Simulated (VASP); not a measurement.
Si:

```xyz
1
Lattice="0.0000 1.9193 1.9193 1.9193 0.0000 1.9193 1.9193 1.9193 0.0000" Properties=species:S:1:pos:R:3 pbc="T T T"
Si    0.0000    0.0000    0.0000
```

Base run:

- Program: VASP 6.6.1
- Functional: r2SCAN
- Potentials or basis: VASP PAW PBE potentials, release 64 (Si)
- Cutoff: 550 eV
- k mesh: 18 × 18 × 18
- Occupations: gaussian, width 0.1 eV
- Spin: no spin polarisation

Its results: band gap on the k mesh zero (band 2 reaches 22.80 eV, above the bottom of band 3 at 7.38 eV); pressure -1.4 GPa.

Q: The run is repeated on the same cell with these changes: functional from r2SCAN to PBEsol; cutoff from 550 eV to 500 eV. What comes out?

A: Band gap on the k mesh zero (band 2 reaches 21.84 eV, above the bottom of band 3 at 7.51 eV); pressure 0.1 GPa.

Caveats: the PAW data sets were made with another functional, which shifts forces and pressure a little.
